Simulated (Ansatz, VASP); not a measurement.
## MgO2 in VASP and in Ansatz

```
Mg O
1.0
     1.58069    0.91261    3.49398
    -1.58069    0.91261    3.49398
     0.00000   -1.82522    3.49398
Mg O
1 2
Direct
  0.00000 0.00000 0.00000
  0.42879 0.42879 0.42879
  0.57121 0.57121 0.57121
```

Change from the starting cell: strain -0.015 along x and y, +0.000 along z, atoms carried along.

Alike in both runs: task single point; functional PBEsol; k mesh 12 × 12 × 12; occupations gaussian, width 0.05 eV; no spin polarisation.

```csv
,VASP,Ansatz
version,VASP 6.6.1,Ansatz 0.2.0
potentials or method,"VASP PAW PBE potentials, release 64 (Mg, O), cutoff 520 eV","scalar-relativistic, plane waves, PAW"
valence electrons in the cell,14,22
```

|  | VASP | Ansatz | Ansatz less VASP |
| --- | --- | --- | --- |
| gap on the k mesh at the Fermi level (eV) | 2.16 | 2.19 | +0.026 |
| least direct gap on the mesh (eV) | 2.16 | 2.19 | +0.026 |
| pressure (GPa) | -1.9 | -1.8 | +0.15 |
| traceless stress, the component that is largest in VASP (GPa) | -3.69 | -4.73 | -1.046 |
| rms of the force components (eV/Å) | 0.148 | 0.233 | +0.0844 |

VASP's potentials were made for PBE, not for PBEsol. Atom by atom the forces differ by 0.084 eV/Å (rms over components). With one functional, cell and mesh, what is left measures potentials, basis and numerics. VASP's potentials hold 14 valence electrons a cell and Ansatz's 22, so a difference there can come from the potentials and not from the codes.
